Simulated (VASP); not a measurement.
# ZnO (P6_3mc) in VASP: further runs

ZnO is run at these levels: PBE, RPBE, RPBE+D4; tasks: single point.

Everything below comes from runs of VASP 6.6.1. Logs are shortened: lines on timing, memory, paths and dates and some standing lists are left out, and cuts for length are marked.

## (1) The cell of the first run

The structure is hexagonal, space group P6_3mc (No. 186). Conventional cell: a = 3.242 Å, b = 3.242 Å, c = 5.228 Å, α = 90.00°, β = 90.00°, γ = 120.00°. Zn (site symmetry 3m) has 4 O at 1.98 Å within 2.6 Å. Within 2.6 Å of O (site symmetry 3m) lie 4 Zn at 1.98 Å.

## (2) Single point, PBE

The input, INCAR:

```
PREC     = Accurate       # precision mode
ENCUT    = 520            # plane-wave cutoff, eV
EDIFF    = 1E-7           # SCF threshold, eV
ISMEAR   = 0              # smearing method
SIGMA    = 0.05           # smearing width, eV
LREAL    = False          # projectors in reciprocal space
LASPH    = True           # aspherical terms in the spheres
NELM     = 100            # most SCF steps
ALGO     = Normal         # electronic algorithm
ISIF     = 2              # what is computed and relaxed
LWAVE    = False          # write WAVECAR
LCHARG   = False          # write CHGCAR
GGA      = PE             # functional
NBANDS   = 26             # bands
```

The input, KPOINTS:

```
Automatic mesh
0
Gamma
  8 8 6
```

The input, POSCAR:

```
ZnO
1.0
    3.2419811861      0.0000000000      0.0000000000
   -1.6209905930      2.8076380657      0.0000000000
    0.0000000000      0.0000000000      5.2276401393
Zn O
2 2
Direct
    0.3333333333      0.6666666667      0.0014489168
    0.6666666667      0.3333333333      0.5014489168
    0.3333333333      0.6666666667      0.3806510832
    0.6666666667      0.3333333333      0.8806510832
```

Potentials or basis: VASP PAW PBE potentials, release 64 (Zn, O).

Started as:

```sh
$ cat potpaw_PBE.64/Zn/POTCAR potpaw_PBE.64/O/POTCAR > POTCAR
$ mpirun -np 1 vasp_std > vasp.out
```

OUTCAR:

```text
PREC = Accurate
   ENCUT = 520
   EDIFF = 1E-7
   ISMEAR = 0
   LREAL = False
   LASPH = True
   NELM = 100
   ISIF = 2
   GGA = PE

 ion  position               nearest neighbor table
   1  0.333  0.667  0.001-   4 1.98   4 1.98   4 1.98   3 1.98
   2  0.667  0.333  0.501-   3 1.98   3 1.98   3 1.98   4 1.98
   3  0.333  0.667  0.381-   2 1.98   2 1.98   2 1.98   1 1.98
   4  0.667  0.333  0.881-   1 1.98   1 1.98   1 1.98   2 1.98

  LATTYP: Found a hexagonal cell.
 ALAT       =     3.2419811861
 C/A-ratio  =     1.6124831821

  Lattice vectors:

 A1 = (   3.2419811861,   0.0000000000,   0.0000000000)
 A2 = (  -1.6209905930,   2.8076380657,   0.0000000000)
 A3 = (   0.0000000000,   0.0000000000,   5.2276401393)

Analysis of symmetry for initial positions (statically):
=====================================================================
 Subroutine PRICEL returns:
 Original cell was already a primitive cell.

 Routine SETGRP: Setting up the symmetry group for a
 hexagonal supercell.

 Subroutine GETGRP returns: Found 12 space group operations
 (whereof  6 operations were pure point group operations)
 out of a pool of 24 trial point group operations.

The static configuration has the point symmetry C_3v.
 The point group associated with its full space group is C_6v.

Analysis of symmetry for dynamics (positions and initial velocities):
=====================================================================
 Subroutine PRICEL returns:
 Original cell was already a primitive cell.

 Routine SETGRP: Setting up the symmetry group for a
 hexagonal supercell.

 Subroutine GETGRP returns: Found 12 space group operations
 (whereof  6 operations were pure point group operations)
 out of a pool of 24 trial point group operations.

The dynamic configuration has the point symmetry C_3v.
 The point group associated with its full space group is C_6v.

 Subroutine INISYM returns: Found 12 space group operations
 (whereof  6 operations are pure point group operations),
 and found     1 'primitive' translations

----------------------------------------------------------------------------------------

                                     Primitive cell

  volume of cell :      47.5836

  direct lattice vectors                    reciprocal lattice vectors
     3.241981186  0.000000000  0.000000000     0.308453363  0.178085632  0.000000000
    -1.620990593  2.807638066  0.000000000     0.000000000  0.356171264  0.000000000
     0.000000000  0.000000000  5.227640139     0.000000000  0.000000000  0.191290902

  length of vectors
     3.241981186  3.241981186  5.227640139     0.356171264  0.356171264  0.191290902

  position of ions in fractional coordinates (direct lattice)
     0.333333333  0.666666667  0.001448917
     0.666666667  0.333333333  0.501448917
     0.333333333  0.666666667  0.380651083
     0.666666667  0.333333333  0.880651083

  ion indices of the primitive-cell ions
   primitive index   ion index
                 1           1
                 2           2
                 3           3
                 4           4

----------------------------------------------------------------------------------------

 KPOINTS: Automatic mesh

Automatic generation of k-mesh.
 Grid dimensions read from file:
 generate k-points for:    8    8    6

 Generating k-lattice:

  Cartesian coordinates                     Fractional coordinates (reciprocal lattice)
     0.038556670  0.022260704  0.000000000     0.125000000  0.000000000  0.000000000
     0.000000000  0.044521408  0.000000000     0.000000000  0.125000000  0.000000000
     0.000000000  0.000000000  0.031881817     0.000000000  0.000000000  0.166666667

  Length of vectors
     0.044521408  0.044521408  0.031881817

  Shift w.r.t. Gamma in fractional coordinates (k-lattice)
     0.000000000  0.000000000  0.000000000

 Subroutine IBZKPT returns following result:
 ===========================================

 Found     40 irreducible k-points:

 Following reciprocal coordinates:
            Coordinates               Weight
  0.000000  0.000000  0.000000      1.000000
  0.125000 -0.000000  0.000000      6.000000
  0.250000 -0.000000  0.000000      6.000000
  0.375000  0.000000  0.000000      6.000000
  0.500000 -0.000000  0.000000      3.000000
  0.125000  0.125000  0.000000      6.000000
[... 16 lines left out ...]
  0.250000 -0.000000  0.333333     12.000000
  0.375000  0.000000  0.333333     12.000000
 [... further k-points ...]
   k-points           NKPTS =     40   k-points in BZ     NKDIM =     40   number of bands    NBANDS=     26
   number of dos      NEDOS =    301   number of ions     NIONS =      4
   total plane-waves  NPLWV =  23040
   dimension x,y,z NGX =    24 NGY =   24 NGZ =   40
   dimension x,y,z NGXF=    48 NGYF=   48 NGZF=   80
   ions per type =               2   2
   NGX,Y,Z   is equivalent  to a cutoff of  12.31, 12.31, 12.72 a.u.
   NGXF,Y,Z  is equivalent  to a cutoff of  24.61, 24.61, 25.44 a.u.
 SYSTEM =  unknown system
   PREC   = accura    normal or accurate (medium, high low for compatibility)
   ISTART =      0    job   : 0-new  1-cont  2-samecut
   ICHARG =      2    charge: 1-file 2-atom 10-const
   ISPIN  =      1    spin polarized calculation?
   LNONCOLLINEAR =      F non collinear calculations
   LSORBIT =      F    spin-orbit coupling
   LASPH  =      T    aspherical Exc in radial PAW
   ENCUT  =  520.0 eV  38.22 Ry    6.18 a.u.   6.03  6.03  9.72*2*pi/ulx,y,z
   NELM   =    100;   NELMIN=  2; NELMDL= -5     # of ELM steps
   EDIFF  = 0.1E-06   stopping-criterion for ELM
   LREAL  =      F    real-space projection
   EDIFFG = 0.1E-05   stopping-criterion for IOM
   NSW    =      0    number of steps for IOM
   IBRION =     -1    ionic relax: 0-MD 1-quasi-New 2-CG
   NFREE  =      0    steps in history (QN), initial steepest desc. (CG)
   ISIF   =      2    stress and relaxation
   ISYM   =      2    0-nonsym 1-usesym 2-fastsym
   POTIM  = 0.5000    time-step for ionic-motion
   TEBEG  =    0.0;   TEEND  =   0.0 temperature during run
   PSTRESS=    0.0 pullay stress
   NELECT =      36.0000    total number of electrons
   NUPDOWN=      -1.0000    fix difference up-down
   EMIN   =  10.00;   EMAX   =-10.00  energy-range for DOS
   EFERMI =   0.00;   METHOD = LEGACY
   ISMEAR =     0;   SIGMA  =   0.05  broadening in eV -4-tet -1-fermi 0-gaus
   EFERMI_NEDOS =   21; number of points for ismear=-14 and -15
   IALGO  =     38    algorithm
   IMIX   =      4    mixing-type and parameters
     AMIX     =   0.40;   BMIX     =  1.00
     AMIX_MAG =   1.60;   BMIX_MAG =  1.00
  volume/ion in A,a.u.               =      11.90        80.28
  Fermi-wavevector in a.u.,A,eV,Ry     =   1.491729  2.818959 30.276433  2.225255
  Thomas-Fermi vector in A             =   2.604347
   LORBIT       =      0    0 simple, 1 ext, 2 COOP (PROOUT), +10 PAW based schemes
   GGA     = PE    functional components
   LHFCALC =     F    Hartree Fock is set to
   AEXX    =    0.0000 exact exchange contribution
   IVDW    =     0    specifies the selected vdW correction
   LEPSILON=     F    determine dielectric tensor
   LRPA    =     F    only Hartree local field effects (RPA)
 non-spin polarized calculation
 Gauss-broadening in eV      SIGMA  =   0.05
  energy-cutoff  :      520.00
  volume of cell :       47.58
 maximum number of plane-waves:      1300
   NGX = 13   NGY = 13   NGZ = 19

 number of electron      36.0000028 magnetization

 Free energy of the ion-electron system (eV)
  ---------------------------------------------------
  ext. energy  EPLUGINS =         0.00000000
  ---------------------------------------------------
  free energy    TOTEN  =       -17.82279801 eV

  energy without entropy =      -17.82279801  energy(sigma->0) =      -17.82279801

 E-fermi :   1.4449     XC(G=0): -10.9135

 val. band max:        1.2108089684   @ k =   0.0000   0.0000   0.0000
 cond. band min:       1.9919156330   @ k =   0.0000   0.0000   0.0000
 fundamental gap:      0.7811066646
 Fermi energy:         1.4449465147

 k-point     1 :       0.0000    0.0000    0.0000
  band No.  band energies     occupation
      1     -16.8871      2.00000
      2     -16.1657      2.00000
      3      -4.4905      2.00000
      4      -4.4905      2.00000
      5      -4.4451      2.00000
      6      -4.4384      2.00000
[... 18 lines left out ...]
     25      15.3770      0.00000
     26      15.3770      0.00000

 k-point     2 :       0.1250   -0.0000    0.0000
  band No.  band energies     occupation
      1     -16.8024      2.00000
      2     -16.1283      2.00000
      3      -4.5863      2.00000
      4      -4.4418      2.00000
      5      -4.3977      2.00000
      6      -4.3393      2.00000
[... 18 lines left out ...]
     25      15.3814      0.00000
     26      15.5384      0.00000

 k-point     3 :       0.2500   -0.0000    0.0000
  band No.  band energies     occupation
      1     -16.5833      2.00000
      2     -16.0445      2.00000
      3      -4.7504      2.00000
      4      -4.4058      2.00000
      5      -4.3362      2.00000
      6      -4.2167      2.00000
[... 18 lines left out ...]
     25      14.5831      0.00000
     26      15.4159      0.00000

 k-point     4 :       0.3750    0.0000    0.0000
  band No.  band energies     occupation
      1     -16.3306      2.00000
      2     -15.9834      2.00000
      3      -4.7939      2.00000
      4      -4.4671      2.00000
      5      -4.2571      2.00000
      6      -4.0055      2.00000
[... 18 lines left out ...]
     25      14.5584      0.00000
     26      15.3549      0.00000
[... 496 lines left out ...]
      1     -16.6392      2.00000
      2     -16.3021      2.00000
      3      -4.7097      2.00000
      4      -4.6823      2.00000
      5      -4.4062      2.00000
      6      -4.4005      2.00000
[... 18 lines left out ...]
     25      14.3313      0.00000
     26      14.8944      0.00000

 k-point    23 :       0.2500   -0.0000    0.3333
  band No.  band energies     occupation
      1     -16.4492      2.00000
      2     -16.1795      2.00000
      3      -4.8429      2.00000
      4      -4.7271      2.00000
      5      -4.2791      2.00000
      6      -4.2576      2.00000
[... 18 lines left out ...]
     25      14.6258      0.00000
     26      15.0156      0.00000

 k-point    24 :       0.3750    0.0000    0.3333
  band No.  band energies     occupation
      1     -16.2395      2.00000
      2     -16.0654      2.00000
      3      -4.8991      2.00000
      4      -4.7736      2.00000
      5      -4.1660      2.00000
      6      -4.0655      2.00000
[... 18 lines left out ...]
     25      14.7067      0.00000
     26      15.1084      0.00000

 [... further k-points ...]
[... 5 lines left out ...]
  --------------------------------------------------------------------------------------
  -------------------------------------------------------------------------------------
  Total        1.7757785      1.7757785      1.8079472      0.0000000      0.0000000      0.0000000
  in kB       59.7918629     59.7918629     60.8750080      0.0000000      0.0000000      0.0000000
  external PRESSURE =      60.1529113 kB  Pullay stress =       0.0000000 kB

 VOLUME and BASIS-vectors are now :
 -----------------------------------------------------------------------------
  energy-cutoff  :      520.00
  volume of cell :       47.58
      direct lattice vectors                 reciprocal lattice vectors
     3.241981186  0.000000000  0.000000000     0.308453363  0.178085632  0.000000000
    -1.620990593  2.807638066  0.000000000     0.000000000  0.356171264  0.000000000
     0.000000000  0.000000000  5.227640139     0.000000000  0.000000000  0.191290902

 POSITION                                       TOTAL-FORCE (eV/Angst)
 -----------------------------------------------------------------------------------
     -0.00000      1.87176      0.00757         0.000000     -0.000000     -0.001928
      1.62099      0.93588      2.62139        -0.000000      0.000000     -0.001928
     -0.00000      1.87176      1.98991         0.000000      0.000000      0.001928
      1.62099      0.93588      4.60373        -0.000000     -0.000000      0.001928
 -----------------------------------------------------------------------------------
    total drift:                               -0.000001     -0.000001      0.002061

  FREE ENERGIE OF THE ION-ELECTRON SYSTEM (eV)
  ---------------------------------------------------
  free  energy   TOTEN  =       -17.8227980147 eV

  energy  without entropy=      -17.8227980147  energy(sigma->0) =      -17.82279801
```

It took 40 s on 1 thread of Intel Xeon Platinum 8259CL at 2.50GHz (Skylake/Cascade Lake), shared host; peak memory 0.18 GiB.

What came out:

- Free energy: -17.8228 eV
- Pressure: 6.0 GPa
- Band gap on the k mesh: 0.78 eV, direct

PBE gaps usually lie below the measured ones, often by a third to a half.

## (3) Single point, RPBE

The input, INCAR:

```
SYSTEM = ZnO
PREC = Accurate
ENCUT = 520
EDIFF = 1E-6
ISMEAR = 0
SIGMA = 0.05
LREAL = .FALSE.
LASPH = .TRUE.
NELM = 60
ALGO = Normal
ISIF = 2
LWAVE = .FALSE.
LCHARG = .TRUE.
GGA = RP
LELF = .TRUE.
LVHAR = .TRUE.
NBANDS = 26
```

The input, KPOINTS:

```
regular mesh
0
G
  8 8 6
  0 0 0
```

POSCAR is that of step 2.

Potentials or basis: VASP PAW PBE potentials, release 64 (Zn, O).

Started as:

```sh
$ cat potpaw_PBE.64/Zn/POTCAR potpaw_PBE.64/O/POTCAR > POTCAR
$ mpirun -np 1 vasp_std > vasp.out
```

It took 45 s on 1 thread of Intel Xeon Platinum 8259CL at 2.50GHz (Skylake/Cascade Lake), shared host; peak memory 0.18 GiB.

Results (log left out):

```
Free energy            : -16.2551 eV
Pressure               : 10.8 GPa
Largest force          : 0.005 eV/Å
Band gap on the k mesh : 0.87 eV, direct
```

Forces on the atoms (eV/Å):
```
Zn   0.000  0.000 -0.005
Zn   0.000  0.000 -0.005
O    0.000  0.000  0.005
O    0.000  0.000  0.005
```

Levels at points of the mesh, in eV from the valence-band top:
```tsv
k point	band 15	band 16	band 17	band 18	band 19	band 20	band 21	band 22
(0.00, 0.00, 0.00)	-0.79	-0.09	0.00	0.00	0.87	5.32	8.31	13.00
(0.50, 0.00, 0.00)	-2.81	-2.26	-1.28	-0.84	5.86	6.99	7.69	8.60
(0.00, 0.00, 0.50)	-0.39	-0.39	-0.39	-0.39	3.53	3.53	10.18	10.18
(0.50, 0.00, 0.50)	-1.50	-1.50	-1.37	-1.37	5.81	5.81	8.53	8.53
```

Caveat: the PAW data sets were made with another functional, which shifts forces and pressure a little. A hybrid or GW would open this gap; RPBE tends to underestimate it.

(Continued in part 2 of 2.)
